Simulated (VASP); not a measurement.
Write the native input for VASP 6.6.1 that does the following.

| Item | Value |
| --- | --- |
| Task | single point |
| Functional | PBE |
| Potentials or basis | VASP PAW PBE potentials, release 64 (Ti_sv, O) |
| Cutoff | 520 eV |
| k mesh | 7 × 7 × 10 |
| Occupations | fermi-dirac, width 0.02 eV |
| Spin | no spin polarisation |
| Dipole correction | no |
| Further INCAR settings | ALGO = Normal; EDIFF = 1e-06; NBANDS = 33 |

The structure of TiO2 lies in POSCAR:

```
TiO2
1.0
    4.5940000000      0.0000000000      0.0000000000
    0.0000000000      4.5940000000      0.0000000000
    0.0000000000      0.0000000000      3.0477700000
Ti O
2 4
Direct
    0.0000000000      0.0000000000      0.0000000000
    0.5000000000      0.5000000000      0.5000000000
    0.3052224850      0.3052224850      0.0000000000
    0.1947775150      0.8052224850      0.5000000000
    0.6947775150      0.6947775150      0.0000000000
    0.8052224850      0.1947775150      0.5000000000
```

This cell differs from its parent crystal: z stretched by +3 %, then relaxed in part.

These files were run (other wordings do the same):

INCAR

```
SYSTEM = TiO2
  ALGO = Normal
  EDIFF = 1E-6
  ENCUT = 520
  GGA = PE
  ISIF = 2
  ISMEAR = -1
  LASPH = .True.
  LCHARG = .False.
  LREAL = .False.
  LWAVE = .False.
  NBANDS = 33
  NELM = 100
  PREC = Accurate
  SIGMA = 0.02
```

KPOINTS

```
k-points
0
Gamma
  7 7 10
  0 0 0
```

Potentials or basis: VASP PAW PBE potentials, release 64 (Ti_sv, O).

The run is started by

```sh
$ cat potpaw_PBE.64/Ti_sv/POTCAR potpaw_PBE.64/O/POTCAR > POTCAR
$ mpirun -np 1 vasp_std > vasp.out
```

Results of the run:

The pressure is -2.2 GPa. The largest force is 0.016 eV/Å and the band gap on the k mesh is 1.76 eV.

Caveat: the cell differs from its parent crystal (z stretched by +3 %, then relaxed in part); an odd mesh through Γ misses points on the zone boundary, where band edges can lie.

It took 58 s on 1 thread of Intel(R) Xeon(R) 6975P-C (Granite Rapids) (shared host), peak memory 0.23 GiB.
